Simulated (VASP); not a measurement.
Input of a VASP 6.6.1 run:

File INCAR:

```
SYSTEM = MgI2
PREC = Accurate ; ENCUT = 520
EDIFF = 1E-7 ; ISMEAR = -1
SIGMA = 0.05 ; LREAL = .False.
LASPH = .True. ; NELM = 80
ALGO = Normal ; ISIF = 2
LWAVE = .False. ; LCHARG = .False.
GGA = PE ; NBANDS = 15
```

KPOINTS

```
regular mesh
0
Gamma
  8 8 4
  0 0 0
```

Contents of POSCAR:

```
MgI2
1.0
    4.1400000000      0.0000000000      0.0000000000
   -2.0700000000      3.5853451717      0.0000000000
    0.0000000000      0.0000000000      6.8800000000
I Mg
2 1
Direct
    0.6666666667      0.3333333333      0.7500000000
    0.3333333333      0.6666666667      0.2500000000
    0.0000000000      0.0000000000      0.0000000000
```

Potentials or basis: VASP PAW PBE potentials, release 64 (I, Mg).

The run is started by

```bash
$ cat potpaw_PBE.64/I/POTCAR potpaw_PBE.64/Mg/POTCAR > POTCAR
$ mpirun -np 1 vasp_std > vasp.out
```

Problem. What does it give for the largest force?

Solution. 0.255 eV/Å.

Problem. What does it give for the band gap on the k mesh?

Solution. 3.48 eV, indirect (least direct gap 3.63 eV).

Problem. What does it give for the pressure?

Solution. 0.6 GPa.

Forces on the atoms (eV/Å):
```
I    0.000  0.000  0.255
I    0.000  0.000 -0.255
Mg   0.000  0.000  0.000
```

Caveat: spin-orbit coupling is left out, which moves the levels of the heavy elements; this functional lacks dispersion, which binds the layers, so the pressure and a relaxed spacing across them are unreliable. Expect the measured gap to be larger: semilocal functionals such as PBE lack the derivative discontinuity.
